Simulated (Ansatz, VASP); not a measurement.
**Two plane-wave programs on CdF2**

File INCAR:

```
SYSTEM = CdF2
ALGO     = Normal         ! electronic algorithm
EDIFF    = 1E-6           ! SCF threshold, eV
ENCUT    = 520            ! plane-wave cutoff, eV
GGA      = PS             ! functional
ISIF     = 2              ! what is computed and relaxed
ISMEAR   = 0              ! smearing method
LASPH    = .TRUE.         ! aspherical terms in the spheres
LCHARG   = .TRUE.         ! write CHGCAR
LELF     = .TRUE.         ! ELF
LREAL    = .FALSE.        ! projectors in reciprocal space
LVHAR    = .TRUE.       
LWAVE    = .FALSE.        ! write WAVECAR
NBANDS   = 20             ! bands
NELM     = 100            ! most SCF steps
PREC     = Accurate       ! precision mode
SIGMA    = 0.05           ! smearing width, eV
```

File KPOINTS:

```
k-points
0
G
  8 8 8
  0 0 0
```

File POSCAR:

```
CdF2
1.0
    0.0000000000      2.5911202199      2.8939784274
    2.5911202199      0.0000000000      2.8939784274
    2.5911202199      2.5911202199      0.0000000000
Cd F
1 2
Direct
    0.0000000000      0.0000000000      0.0000000000
    0.2500000000      0.2500000000      0.2500000000
    0.7500000000      0.7500000000      0.7500000000
```

Input for Ansatz:

```yaml
crystal:
  lattice:
    - [0.0, 2.5911202199, 2.8939784274]
    - [2.5911202199, 0.0, 2.8939784274]
    - [2.5911202199, 2.5911202199, 0.0]
  atoms:
    - { symbol: Cd, position: [0.0, 0.0, 0.0] }
    - { symbol: F, position: [0.25, 0.25, 0.25] }
    - { symbol: F, position: [0.75, 0.75, 0.75] }
basis:
  ecutwfc: 520.0
kpoints:
  mp_grid: { grid: [8, 8, 8] }
hamiltonian:
  xc: pbesol
scf:
  occupations: { method: gaussian, width: 0.05 }
output:
  forces: true
  stress: true
  eigenvalues: true
```

Change from the starting cell: strain +e along x and -e along y +0.0000, strain +e along z and -e/2 along x and y +0.0750.

Alike in both runs: task single point; functional PBEsol; k mesh 8 × 8 × 8; occupations gaussian, width 0.05 eV; no spin polarisation.

```csv
,VASP,Ansatz
version,VASP 6.6.1,Ansatz 0.2.0
potentials or method,"VASP PAW PBE potentials, release 64 (Cd, F), cutoff 520 eV","scalar-relativistic, plane waves, PAW"
valence electrons in the cell,26,34
```

|  | VASP | Ansatz | Ansatz less VASP |
| --- | --- | --- | --- |
| gap on the k mesh at the Fermi level (eV) | 2.65 | 2.68 | +0.033 |
| least direct gap on the mesh (eV) | 3.12 | 3.15 | +0.030 |
| pressure (GPa) | 1.0 | 0.2 | -0.79 |
| traceless stress, the component that is largest in VASP (GPa) | -8.16 | -8.30 | -0.143 |

VASP's potentials were made for PBE, not for PBEsol. VASP's potentials hold 26 valence electrons a cell and Ansatz's 34, so a difference there can come from the potentials and not from the codes.
